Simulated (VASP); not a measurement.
Runs of VASP 6.6.1 on SnSe. The structure is that of space group Fm-3m (No. 225), or close to it. The cells are those of the table. 

| task | cell | gap on the mesh (eV) | pressure (GPa) |
| --- | --- | --- | --- |
| electric field gradients | a = 4.228 Å, angles 60.0°, 2 atoms | - | -0.9 |
| single point | a = 4.236 Å, angles 60.7°, 2 atoms | 0.63 | -1.9 |
| electric field gradients | a = 4.271 Å, angles 60.0°, 2 atoms | - | (a) |
| electric field gradients | a = 4.236 Å, angles 60.7°, 2 atoms | 0.63 | -1.9 |
| electric field gradients | a = 4.285 Å, angles 60.0°, 2 atoms | - | -2.8 |

Alike in all rows: level PBEsol; potentials or basis VASP PAW PBE potentials, release 64 (Sn_d, Se); no spin polarisation; k mesh 7 × 7 × 7; cutoff (eV) 520; smearing fermi-dirac 0.01 eV.

**Question.** Fill in the values left out.

**Answer.** (a) -2.3.

Caveats: the PAW data sets were made with another functional, which shifts forces and pressure a little; spin-orbit coupling is left out, which moves the levels of the heavy elements.

A k mesh can miss the band edges, and the runs leave out spin-orbit coupling on Se, Sn.
